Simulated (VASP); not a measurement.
The system is SmF.

```xyz
2
Lattice="3.1072 0.0000 0.0000 -1.5536 2.6909 0.0000 0.0000 0.0000 4.7078" Properties=species:S:1:pos:R:3 pbc="T T T"
Sm    0.0000    0.0000    4.0762
F     0.0000    0.0000    1.6801
```

The cell was generated, and may not be a known phase.

- Program: VASP 6.6.1
- Task: relaxation of cell and atoms
- Functional: PBE
- Potentials or basis: VASP PAW PBE potentials, release 64 (Sm_3, F), 4f in core
- Cutoff: 600 eV
- k mesh: 6 × 6 × 4
- Occupations: gaussian, width 0.1 eV
- Spin: no spin polarisation

At the start: pressure 8.3 GPa; volume 19.68 Å³/atom.

Task: How do energy, volume and symmetry change on relaxing?

Result: Over 9 steps the energy falls by 550.6 meV/atom and the volume is 26.42 Å³/atom (+34.2 %); space group P6/mmm (No. 191, to 0.1 Å) before and after.

Step by step:
```
step  energy change (eV)  largest force (eV/Å)  pressure (GPa)  volume (Å³)
   1              0.0000                0.1497            8.34        39.36
   2             -0.8022                0.5139           13.46        44.80
   3             -0.8307                0.4779           12.42        44.25
   4             -0.9972                0.1331           -5.03        59.43
   5             -1.1004                0.0420            0.15        52.99
   6             -1.1003                0.0369            0.33        52.81
   7             -1.1007                0.0094            0.08        52.49
   8             -1.1012                0.0100            0.19        52.63
   9             -1.1013                0.0082           -0.03        52.84
```

Final structure:
```xyz
2
Lattice="3.6861 0.0000 0.0000 -1.8431 3.1923 0.0000 0.0000 0.0000 4.4904" Properties=species:S:1:pos:R:3 pbc="T T T"
Sm    0.0000    0.0000    3.8673
F     0.0000    0.0000    1.6231
```

Caveat: the k points lie up to 0.35 Å⁻¹ apart in the final cell, too coarse for converged energies and pressures of a metal; the volume moved by over 15 % at a fixed basis, so the end points are rough; the run has no spin polarisation, though such a crystal can be magnetic.
